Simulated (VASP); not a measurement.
TiGa3, 4 atoms in the cell. Symmetry: I4/mmm, No. 139, tetragonal system. The conventional cell has a = 3.738 Å, b = 3.738 Å, c = 8.616 Å, α = 90.00°, β = 90.00°, γ = 90.00°. Within 3.5 Å of Ti (site symmetry 4/mmm) lie 12 Ga at 2.64 to 2.85 Å. Within 3.5 Å of Ga (site symmetry 4/mmm) lie 4 Ti at 2.64 Å and 8 Ga at 2.85 Å. Ga (site symmetry -4m2) has 8 Ga at 2.64 to 2.85 Å and 4 Ti at 2.85 Å within 3.5 Å. 

| Quantity | Value |
| --- | --- |
| Program | VASP 6.6.1 |
| Task | electric field gradients |
| Functional | PBEsol |
| Potentials or basis | VASP PAW PBE potentials, release 64 (Ti_sv, Ga_d) |
| Cutoff | 520 eV |
| k mesh | 14 × 14 × 14 |
| Occupations | fermi-dirac, width 0.05 eV |
| Spin | no spin polarisation |
| Dipole correction | no |
| Further INCAR settings | ALGO = Normal; EDIFF = 1e-08; NBANDS = 34 |

Potentials or basis: VASP PAW PBE potentials, release 64 (Ti_sv, Ga_d).

Launch:

```bash
$ cat potpaw_PBE.64/Ti_sv/POTCAR potpaw_PBE.64/Ga_d/POTCAR > POTCAR
$ mpirun -np 1 vasp_std > vasp.out
```

Hardware: 1 thread of Intel Xeon 8259CL, with other jobs on the host.

How long does it take, and how much memory?

Run time: 32 min on 1 thread of Intel Xeon 8259CL, on a shared host, peak memory 0.55 GiB. Counts: scf iterations 18, k points 244.
